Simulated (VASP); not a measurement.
# HfC (I4/mmm) in VASP: further runs

The runs below take HfC through single point, with LDA.

Program: VASP 6.6.1. These are calculated values, not measurements. Logs are shortened: lines on timing, memory, paths and dates and some standing lists are left out, and cuts for length are marked.

## Step 1: The cell of the first run

It takes space group I4/mmm (No. 139, tetragonal). The conventional cell has a = 3.288 Å, b = 3.288 Å, c = 4.557 Å, α = 90.00°, β = 90.00°, γ = 90.00°. Within 3.0 Å of Hf (site symmetry 4/mmm) lie 6 C at 2.28 to 2.33 Å. Within 3.0 Å of C (site symmetry 4/mmm) lie 6 Hf at 2.28 to 2.33 Å.

## Step 2: Single point, LDA (zz strain of -2 %)

INCAR reads:

```
ALGO = Normal
EDIFF = 1E-6
ENCUT = 520
ISIF = 2
ISMEAR = -1
LASPH = T
LCHARG = F
LREAL = F
LWAVE = F
NBANDS = 14
NELM = 80
PREC = Accurate
SIGMA = 0.05
```

KPOINTS reads:

```
k-points
0
Gamma
  12 12 12
```

POSCAR reads:

```
HfC
1.0
    0.0000000000      2.3250000000      2.2785000000
    2.3250000000      0.0000000000      2.2785000000
    2.3250000000      2.3250000000      0.0000000000
Hf C
1 1
Direct
    0.5000000000      0.5000000000      0.5000000000
    0.0000000000      0.0000000000      0.0000000000
```

Potentials or basis: VASP PAW LDA potentials, release 64 (Hf_pv, C).

Started as:

```sh
> cat potpaw_LDA.64/Hf_pv/POTCAR potpaw_LDA.64/C/POTCAR > POTCAR
> mpirun -np 1 vasp_std > vasp.out
```

OUTCAR:

```text
EDIFF = 1E-6
   ENCUT = 520
   ISIF = 2
   ISMEAR = -1
   LASPH = T
   LREAL = F
   NELM = 80
   PREC = Accurate

 ion  position               nearest neighbor table
   1  0.500  0.500  0.500-   2 2.28   2 2.28   2 2.33   2 2.33   2 2.33   2 2.33
   2  0.000  0.000  0.000-   1 2.28   1 2.28   1 2.33   1 2.33   1 2.33   1 2.33

  LATTYP: Found a body centered tetragonal cell.
 ALAT       =     3.2880465325
 C/A-ratio  =     1.3859292911

  Lattice vectors:

 A1 = (   0.0000000000,  -2.3250000000,  -2.2785000000)
 A2 = (   0.0000000000,   2.3250000000,  -2.2785000000)
 A3 = (   2.3250000000,   0.0000000000,   2.2785000000)

Analysis of symmetry for initial positions (statically):
=====================================================================
 Subroutine PRICEL returns:
 Original cell was already a primitive cell.

 Routine SETGRP: Setting up the symmetry group for a
 body centered tetragonal supercell.

 Subroutine GETGRP returns: Found 16 space group operations
 (whereof 16 operations were pure point group operations)
 out of a pool of 16 trial point group operations.

The static configuration has the point symmetry D_4h.

Analysis of symmetry for dynamics (positions and initial velocities):
=====================================================================
 Subroutine PRICEL returns:
 Original cell was already a primitive cell.

 Routine SETGRP: Setting up the symmetry group for a
 body centered tetragonal supercell.

 Subroutine GETGRP returns: Found 16 space group operations
 (whereof 16 operations were pure point group operations)
 out of a pool of 16 trial point group operations.

The dynamic configuration has the point symmetry D_4h.

 Subroutine INISYM returns: Found 16 space group operations
 (whereof 16 operations are pure point group operations),
 and found     1 'primitive' translations

----------------------------------------------------------------------------------------

                                     Primitive cell

  volume of cell :      24.6334

  direct lattice vectors                    reciprocal lattice vectors
     0.000000000  2.325000000  2.278500000    -0.215053763  0.215053763  0.219442616
     2.325000000  0.000000000  2.278500000     0.215053763 -0.215053763  0.219442616
     2.325000000  2.325000000  0.000000000     0.215053763  0.215053763 -0.219442616

  length of vectors
     3.255332126  3.255332126  3.288046533     0.375035070  0.375035070  0.375035070

  position of ions in fractional coordinates (direct lattice)
     0.500000000  0.500000000  0.500000000
     0.000000000  0.000000000  0.000000000

  ion indices of the primitive-cell ions
   primitive index   ion index
                 1           1
                 2           2

----------------------------------------------------------------------------------------

 KPOINTS: k-points

Automatic generation of k-mesh.
 Grid dimensions read from file:
 generate k-points for:   12   12   12

 Generating k-lattice:

  Cartesian coordinates                     Fractional coordinates (reciprocal lattice)
    -0.017921147  0.017921147  0.018286885     0.083333333  0.000000000  0.000000000
     0.017921147 -0.017921147  0.018286885     0.000000000  0.083333333  0.000000000
     0.017921147  0.017921147 -0.018286885    -0.000000000 -0.000000000  0.083333333

  Length of vectors
     0.031252923  0.031252923  0.031252923

  Shift w.r.t. Gamma in fractional coordinates (k-lattice)
     0.000000000  0.000000000  0.000000000

 Subroutine IBZKPT returns following result:
 ===========================================

 Found    163 irreducible k-points:

 Following reciprocal coordinates:
            Coordinates               Weight
  0.000000  0.000000  0.000000      1.000000
  0.083333  0.000000  0.000000      8.000000
  0.166667 -0.000000  0.000000      8.000000
  0.250000  0.000000  0.000000      8.000000
  0.333333 -0.000000  0.000000      8.000000
  0.416667  0.000000  0.000000      8.000000
[... 16 lines left out ...]
  0.500000  0.166667  0.000000      8.000000
 -0.416667  0.166667  0.000000      8.000000
 [... further k-points ...]
   k-points           NKPTS =    163   k-points in BZ     NKDIM =    163   number of bands    NBANDS=     14
   number of dos      NEDOS =    301   number of ions     NIONS =      2
   total plane-waves  NPLWV =  13824
   dimension x,y,z NGX =    24 NGY =   24 NGZ =   24
   dimension x,y,z NGXF=    48 NGYF=   48 NGZF=   48
   ions per type =               1   1
   NGX,Y,Z   is equivalent  to a cutoff of  12.26, 12.26, 12.13 a.u.
   NGXF,Y,Z  is equivalent  to a cutoff of  24.51, 24.51, 24.27 a.u.
 SYSTEM =  unknown system
   PREC   = accura    normal or accurate (medium, high low for compatibility)
   ISTART =      0    job   : 0-new  1-cont  2-samecut
   ICHARG =      2    charge: 1-file 2-atom 10-const
   ISPIN  =      1    spin polarized calculation?
   LNONCOLLINEAR =      F non collinear calculations
   LSORBIT =      F    spin-orbit coupling
   LASPH  =      T    aspherical Exc in radial PAW
   ENCUT  =  520.0 eV  38.22 Ry    6.18 a.u.   6.05  6.05  6.11*2*pi/ulx,y,z
   NELM   =     80;   NELMIN=  2; NELMDL= -5     # of ELM steps
   EDIFF  = 0.1E-05   stopping-criterion for ELM
   LREAL  =      F    real-space projection
   EDIFFG = 0.1E-04   stopping-criterion for IOM
   NSW    =      0    number of steps for IOM
   IBRION =     -1    ionic relax: 0-MD 1-quasi-New 2-CG
   NFREE  =      0    steps in history (QN), initial steepest desc. (CG)
   ISIF   =      2    stress and relaxation
   ISYM   =      2    0-nonsym 1-usesym 2-fastsym
   POTIM  = 0.5000    time-step for ionic-motion
   TEBEG  =    0.0;   TEEND  =   0.0 temperature during run
   PSTRESS=    0.0 pullay stress
   NELECT =      14.0000    total number of electrons
   NUPDOWN=      -1.0000    fix difference up-down
   EMIN   =  10.00;   EMAX   =-10.00  energy-range for DOS
   EFERMI =   0.00;   METHOD = LEGACY
   ISMEAR =    -1;   SIGMA  =   0.05  broadening in eV -4-tet -1-fermi 0-gaus
   EFERMI_NEDOS =   21; number of points for ismear=-14 and -15
   IALGO  =     38    algorithm
   IMIX   =      4    mixing-type and parameters
     AMIX     =   0.40;   BMIX     =  1.00
     AMIX_MAG =   1.60;   BMIX_MAG =  1.00
  volume/ion in A,a.u.               =      12.32        83.12
  Fermi-wavevector in a.u.,A,eV,Ry     =   1.356050  2.562564 25.019385  1.838873
  Thomas-Fermi vector in A             =   2.483086
   LORBIT       =      0    0 simple, 1 ext, 2 COOP (PROOUT), +10 PAW based schemes
   GGA     = CA    functional components
   LHFCALC =     F    Hartree Fock is set to
   AEXX    =    0.0000 exact exchange contribution
   IVDW    =     0    specifies the selected vdW correction
   LEPSILON=     F    determine dielectric tensor
   LRPA    =     F    only Hartree local field effects (RPA)
 non-spin polarized calculation
  energy-cutoff  :      520.00
  volume of cell :       24.63
 maximum number of plane-waves:       676
   NGX = 13   NGY = 13   NGZ = 13

 number of electron      14.0000001 magnetization

 Free energy of the ion-electron system (eV)
  ---------------------------------------------------
  ext. energy  EPLUGINS =         0.00000000
  ---------------------------------------------------
  free energy    TOTEN  =       -22.87210876 eV

  energy without entropy =      -22.86978639  energy(sigma->0) =      -22.87094758

 E-fermi :   6.0272     XC(G=0): -12.5859

 val. band max:        6.0002967016   @ k =   0.4167   0.3333   0.0000
 cond. band min:       6.0422180101   @ k =   0.5000   0.4167   0.0000
 fundamental gap:      0.0419213085
 Fermi energy:         6.0272287075

 k-point     1 :       0.0000    0.0000    0.0000
  band No.  band energies     occupation
      1     -23.3018      2.00000
      2     -23.3018      2.00000
      3     -23.2822      2.00000
      4      -6.2364      2.00000
      5       7.0083      0.00000
      6       7.0083      0.00000
      7       7.1207      0.00000
      8       7.2449      0.00000
      9       7.2449      0.00000
     10       7.4616      0.00000
     11       9.2554      0.00000
     12       9.4916      0.00000
     13      13.2501      0.00000
     14      17.1146      0.00000

 k-point     2 :       0.0833    0.0000    0.0000
  band No.  band energies     occupation
      1     -23.3502      2.00000
      2     -23.3078      2.00000
      3     -23.2920      2.00000
      4      -6.0540      2.00000
      5       5.9084      1.83015
      6       6.1758      0.09743
      7       6.2868      0.01106
      8       7.6062      0.00000
      9       7.6983      0.00000
     10       8.0423      0.00000
     11      10.0990      0.00000
     12      10.3434      0.00000
     13      13.6243      0.00000
     14      17.6133      0.00000

 k-point     3 :       0.1667   -0.0000    0.0000
  band No.  band energies     occupation
      1     -23.4929      2.00000
      2     -23.3238      2.00000
      3     -23.3048      2.00000
      4      -5.5336      2.00000
      5       4.4497      2.00000
      6       5.0931      2.00000
      7       5.1908      2.00000
      8       8.1700      0.00000
      9       8.2325      0.00000
     10       8.5404      0.00000
     11      11.7032      0.00000
     12      11.9722      0.00000
     13      14.5063      0.00000
     14      18.9034      0.00000
[... 324 lines left out ...]
 k-point    23 :       0.5000    0.1667    0.0000
  band No.  band energies     occupation
      1     -23.9630      2.00000
      2     -23.4692      2.00000
      3     -23.4358      2.00000
      4      -2.9160      2.00000
      5       0.7448      2.00000
      6       3.1974      2.00000
      7       3.4897      2.00000
      8       8.9701      0.00000
      9      11.6861      0.00000
     10      11.9150      0.00000
     11      14.7021      0.00000
     12      15.4999      0.00000
     13      17.7550      0.00000
     14      18.8247      0.00000

 k-point    24 :      -0.4167    0.1667    0.0000
  band No.  band energies     occupation
      1     -23.9662      2.00000
      2     -23.4938      2.00000
      3     -23.4179      2.00000
      4      -2.7757      2.00000
      5       0.5539      2.00000
      6       3.2518      2.00000
      7       3.2893      2.00000
      8      10.1285      0.00000
      9      11.0357      0.00000
     10      11.2142      0.00000
     11      15.0273      0.00000
     12      16.4038      0.00000
     13      16.8985      0.00000
     14      18.9455      0.00000

 [... further k-points ...]

------------------------ aborting loop because EDIFF is reached ----------------------------------------

  FORCE on cell =-STRESS in cart. coord.  units (eV):
  Direction    XX          YY          ZZ          XY          YZ          ZX
  --------------------------------------------------------------------------------------
  -------------------------------------------------------------------------------------
  Total       -1.4818985     -1.4818985     -0.1558731      0.0000000      0.0000000      0.0000000
  in kB      -96.3838107    -96.3838107    -10.1381064      0.0000000      0.0000000      0.0000000
  external PRESSURE =     -67.6352426 kB  Pullay stress =       0.0000000 kB

 VOLUME and BASIS-vectors are now :
 -----------------------------------------------------------------------------
  energy-cutoff  :      520.00
  volume of cell :       24.63
      direct lattice vectors                 reciprocal lattice vectors
     0.000000000  2.325000000  2.278500000    -0.215053763  0.215053763  0.219442616
     2.325000000  0.000000000  2.278500000     0.215053763 -0.215053763  0.219442616
     2.325000000  2.325000000  0.000000000     0.215053763  0.215053763 -0.219442616

 POSITION                                       TOTAL-FORCE (eV/Angst)
 -----------------------------------------------------------------------------------
      2.32500      2.32500      2.27850        -0.000000      0.000000      0.000000
      0.00000      0.00000      0.00000         0.000000     -0.000000      0.000000
 -----------------------------------------------------------------------------------
    total drift:                                0.000000     -0.000000      0.000000

  FREE ENERGIE OF THE ION-ELECTRON SYSTEM (eV)
  ---------------------------------------------------
  free  energy   TOTEN  =       -22.8721087564 eV

  energy  without entropy=      -22.8697863939  energy(sigma->0) =      -22.87094758
```

Run time: 32 s. Hardware: 1 thread of AMD EPYC 7R13 (Zen 3), shared host; peak memory 0.14 GiB.

What came out:

```yaml
Free_energy: -22.8721 eV
Pressure: -6.8 GPa
Band_gap_on_the_k_mesh: zero (band 7 reaches 7.12 eV, above the bottom of band 8 at 5.46 eV)
```

Stress tensor (GPa, compression positive):
```
-9.64  0.00  0.00
 0.00 -9.64  0.00
 0.00  0.00 -1.01
```

Levels at points of the mesh, in eV from the Fermi level:
```csv
k point,band 5,band 6,band 7,band 8,band 9,band 10
"(0.00, 0.00, 0.00)",0.98,0.98,1.09,1.22,1.22,1.43
"(0.50, 0.00, 0.00)",-6.23,-3.10,-3.06,5.22,5.40,5.82
"(0.50, 0.50, 0.00)",-2.33,-1.95,-0.13,-0.13,5.35,6.77
"(0.50, 0.00, 0.50)",-2.57,-1.90,-0.05,0.04,5.32,6.63
```

Caveat: the cell differs from its parent crystal (zz strain of -2 %); spin-orbit coupling is left out, which moves the levels of the heavy elements.

## Step 3: Single point, LDA (equal xx and yy strain of -1 %)

INCAR reads:

```
PREC     = Accurate       # precision mode
ENCUT    = 520            # plane-wave cutoff, eV
EDIFF    = 1E-7           # SCF threshold, eV
ISMEAR   = -1             # smearing method
SIGMA    = 0.05           # smearing width, eV
LREAL    = False          # projectors in reciprocal space
LASPH    = True           # aspherical terms in the spheres
NELM     = 80             # most SCF steps
ALGO     = Normal         # electronic algorithm
ISIF     = 2              # what is computed and relaxed
LWAVE    = False          # write WAVECAR
LCHARG   = True           # write CHGCAR
GGA      = CA             # functional
LELF     = True           # ELF
LVHAR    = True         
NBANDS   = 14             # bands
```

KPOINTS reads:

```
regular mesh
0
Gamma
  12 12 12
```

POSCAR reads:

```
HfC
1.0
    0.0000000000      2.3017500000      2.3250000000
    2.3017500000      0.0000000000      2.3250000000
    2.3017500000      2.3017500000      0.0000000000
Hf C
1 1
Direct
    0.5000000000      0.5000000000      0.5000000000
    0.0000000000      0.0000000000      0.0000000000
```

Potentials or basis: VASP PAW LDA potentials, release 64 (Hf_pv, C).

Started as:

```sh
> cat potpaw_LDA.64/Hf_pv/POTCAR potpaw_LDA.64/C/POTCAR > POTCAR
> mpirun -np 1 vasp_std > vasp.out
```

It took 37 s on 1 thread of AMD EPYC 7R13 (Zen 3), shared host; peak memory 0.14 GiB.

Results (log left out):

| Property | Result |
| --- | --- |
| Free energy | -22.8787 eV |
| Pressure | -6.9 GPa |
| Band gap on the k mesh | zero (band 7 reaches 7.06 eV, above the bottom of band 8 at 5.58 eV) |

Stress tensor (GPa, compression positive):
```
-5.51  0.00  0.00
 0.00 -5.51  0.00
 0.00  0.00 -9.67
```

Levels at points of the mesh, in eV from the Fermi level:
```
           k point  band 4  band 5  band 6  band 7  band 8  band 9  band 10  band 11
(0.00, 0.00, 0.00)  -12.27    0.97    1.03    1.03    1.21    1.32     1.32     3.28
(0.50, 0.00, 0.00)   -8.32   -6.24   -3.10   -3.08    5.26    5.34     5.80     6.71
(0.50, 0.50, 0.00)  -10.36   -2.57   -1.91   -0.01   -0.01    5.33     6.76     6.76
(0.50, 0.00, 0.50)  -10.34   -2.46   -1.93   -0.09   -0.05    5.33     6.69     6.83
```

Caveat: the cell differs from its parent crystal (equal xx and yy strain of -1 %); spin-orbit coupling is left out, which moves the levels of the heavy elements.

## Step 4: Single point, LDA (zz strain of -1 %)

INCAR reads:

```
SYSTEM = HfC
ALGO = Normal
EDIFF = 1E-6
ENCUT = 520
ISIF = 2
ISMEAR = -1
LASPH = .TRUE.
LCHARG = .FALSE.
LREAL = .FALSE.
LWAVE = .FALSE.
NBANDS = 14
NELM = 80
PREC = Accurate
SIGMA = 0.05
```

KPOINTS reads:

```
k-points
0
G
  12 12 12
  0 0 0
```

POSCAR reads:

```
HfC
1.0
    0.0000000000      2.3250000000      2.3017500000
    2.3250000000      0.0000000000      2.3017500000
    2.3250000000      2.3250000000      0.0000000000
Hf C
1 1
Direct
    0.5000000000      0.5000000000      0.5000000000
    0.0000000000      0.0000000000      0.0000000000
```

Started as:

```sh
> cat potpaw_LDA.64/Hf_pv/POTCAR potpaw_LDA.64/C/POTCAR > POTCAR
> mpirun -np 1 vasp_std > vasp.out
```

Run time: 32 s. Hardware: 1 thread of AMD EPYC 7R13 (Zen 3), shared host; peak memory 0.14 GiB.

Results (log left out):

* Free energy: -22.8662 eV
* Pressure: -9.3 GPa
* Band gap on the k mesh: zero (band 7 reaches 6.99 eV, above the bottom of band 8 at 5.45 eV)

Stress tensor (GPa, compression positive):
```
-10.63   0.00   0.00
  0.00 -10.63   0.00
  0.00   0.00  -6.57
```

Levels at points of the mesh, in eV from the Fermi level:
```csv
k point,band 5,band 6,band 7,band 8,band 9,band 10
"(0.00, 0.00, 0.00)",0.99,0.99,1.04,1.25,1.25,1.35
"(0.50, 0.00, 0.00)",-6.19,-3.06,-3.04,5.20,5.29,5.74
"(0.50, 0.50, 0.00)",-2.43,-1.90,-0.10,-0.10,5.28,6.68
"(0.50, 0.00, 0.50)",-2.55,-1.88,-0.06,-0.02,5.27,6.61
```

Caveat: the cell differs from its parent crystal (zz strain of -1 %); spin-orbit coupling is left out, which moves the levels of the heavy elements.

## Step 5: Overview

```tsv
cell	gap on the mesh (eV)	pressure (GPa)
a = 3.255, b = 3.255, c = 3.288 Å, angles 59.7, 59.7, 60.7°, 2 atoms	none	-6.8
a = 3.272, b = 3.272, c = 3.255 Å, angles 60.2, 60.2, 59.7°, 2 atoms	none	-6.9
a = 3.272, b = 3.272, c = 3.288 Å, angles 59.8, 59.8, 60.3°, 2 atoms	none	-9.3
```

Alike in all rows: task single point; level LDA; potentials or basis VASP PAW LDA potentials, release 64 (Hf_pv, C); no spin polarisation; k mesh 12 × 12 × 12; cutoff (eV) 520; smearing fermi-dirac 0.05 eV.

Caveats: spin-orbit coupling is left out, which moves the levels of the heavy elements.

Absolute energies hang on the potentials; compare differences alone.
